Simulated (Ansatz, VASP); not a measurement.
# Two plane-wave programs on SnO2

```
Sn O
1.0
     4.82652    0.00000    0.00000
     0.00000    4.82837    0.00000
     0.00000    0.00000    3.23817
Sn O
2 4
Cartesian
  2.4133 2.4142 1.6191
  0.0000 0.0000 0.0000
  1.4793 1.4807 0.0000
  3.8926 0.9335 1.6191
  0.9339 3.8949 1.6191
  3.3472 3.3477 0.0000
```

Alike in both runs: task single point; functional PBE; k mesh 6 × 6 × 8; occupations gaussian, width 0.05 eV; no spin polarisation.

|  | VASP | Ansatz |
| --- | --- | --- |
| version | VASP 6.6.1 | Ansatz 0.2.0 |
| potentials or method | VASP PAW PBE potentials, release 64 (Sn_d, O), cutoff 520 eV | scalar-relativistic, plane waves, PAW |
| valence electrons in the cell | 52 | 52 |

```csv
,VASP,Ansatz,Ansatz less VASP
gap on the k mesh at the Fermi level (eV),0.67,0.68,+0.012
least direct gap on the mesh (eV),0.67,0.68,+0.012
pressure (GPa),0.6,0.0,-0.61
"traceless stress, the component that is largest in VASP (GPa)",0.19,-0.01,-0.198
rms of the force components (eV/Å),0.008,0.000,-0.0078
```

Atom by atom the forces differ by 0.008 eV/Å (rms over components).
